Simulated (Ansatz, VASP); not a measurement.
BaTiO3: VASP beside Ansatz

The input POSCAR:

```
BaTiO3
1.0
    4.1949012301      0.0000000000      0.0000000000
    0.0000000000      2.9846005671      2.8480072403
    0.0000000000     -2.9846005671      2.8480072403
Ba Ti O
1 1 3
Direct
    0.0000000000      0.0044061011      0.0044061011
    0.5000000000      0.5135753575      0.5135753575
    0.0000000000      0.4947134013      0.4947134013
    0.5000000000      0.4954342957      0.9880908444
    0.5000000000      0.9880908444      0.4954342957
```

INCAR.step1

```
PREC = Accurate
ENCUT = 520
ISMEAR = 0
SIGMA = 0.05
LREAL = False
LASPH = True
NELM = 150
LMAXMIX = 4
LDAU = True
LDAUTYPE = 2
LDAUL = -1 2 -1
LDAUU = 0 4 0
LDAUJ = 0 0 0
NBANDS = 28
GGA = PE
ALGO = Normal
EDIFF = 1E-4
LWAVE = True
LCHARG = False
```

INCAR.step2

```
PREC = Accurate
ENCUT = 520
EDIFF = 1E-6
ISMEAR = 0
SIGMA = 0.05
LREAL = False
LASPH = True
NELM = 150
ALGO = Normal
ISIF = 2
LWAVE = False
LCHARG = False
LMAXMIX = 4
LDAU = True
LDAUTYPE = 2
LDAUL = -1 2 -1
LDAUU = 0 4 0
LDAUJ = 0 0 0
LDAUPRINT = 1
METAGGA = R2SCAN
LMIXTAU = True
NBANDS = 28
ISTART = 1
```

KPOINTS

```
Automatic mesh
0
Gamma
  6 6 6
```

Input for Ansatz:

```yaml
crystal:
  lattice:
    - [4.1949012301, 0.0, 0.0]
    - [0.0, 2.9846005671, 2.8480072403]
    - [0.0, -2.9846005671, 2.8480072403]
  atoms:
    - { symbol: Ba, position: [0.0, 0.0044061011, 0.0044061011] }
    - { symbol: Ti, position: [0.5, 0.5135753575, 0.5135753575] }
    - { symbol: O, position: [0.0, 0.4947134013, 0.4947134013] }
    - { symbol: O, position: [0.5, 0.4954342957, 0.9880908444] }
    - { symbol: O, position: [0.5, 0.9880908444, 0.4954342957] }
basis:
  ecutwfc: 500
kpoints:
  mp_grid: { grid: [6, 6, 6] }
hamiltonian:
  xc: r2scan
  hubbard: { sites: [{ species: Ti, l: d, u_eff: 4.0 }] }
scf:
  occupations: { method: gaussian, width: 0.05 }
output:
  forces: true
  stress: true
  eigenvalues: true
```

Change from the starting cell: strain +0.050 along x and y, +0.000 along z, atoms carried along.

Alike in both runs: task single point; functional r2SCAN; k mesh 6 × 6 × 6; occupations gaussian, width 0.05 eV; no spin polarisation; Hubbard terms Ti d U = 4.0 eV.

|  | VASP | Ansatz |
| --- | --- | --- |
| version | VASP 6.6.1 | Ansatz 0.2.0 |
| potentials or method | VASP PAW PBE potentials, release 64 (Ba_sv, Ti_sv, O), cutoff 520 eV | scalar-relativistic, plane waves, PAW |
| valence electrons in the cell | 40 | 40 |

VASP gave:

```
gap on the k mesh at the Fermi level (eV)                     : 2.45
least direct gap on the mesh (eV)                             : 2.73
pressure (GPa)                                                : -11.1
traceless stress, the component that is largest in VASP (GPa) : 6.54
rms of the force components (eV/Å)                            : 0.060
```

Question: Estimate Ansatz's values.

Answer: gap on the k mesh at the Fermi level (eV): 2.45; least direct gap on the mesh (eV): 2.72; pressure (GPa): -13.7; traceless stress, the component that is largest in VASP (GPa): 6.31; rms of the force components (eV/Å): 0.206.

VASP's potentials were made for PBE, not for r2SCAN. The programs project onto different local orbitals, so the same U acts differently, and such runs can settle in different states. Atom by atom the forces differ by 0.167 eV/Å (rms over components).

Neither program's run includes spin-orbit coupling.
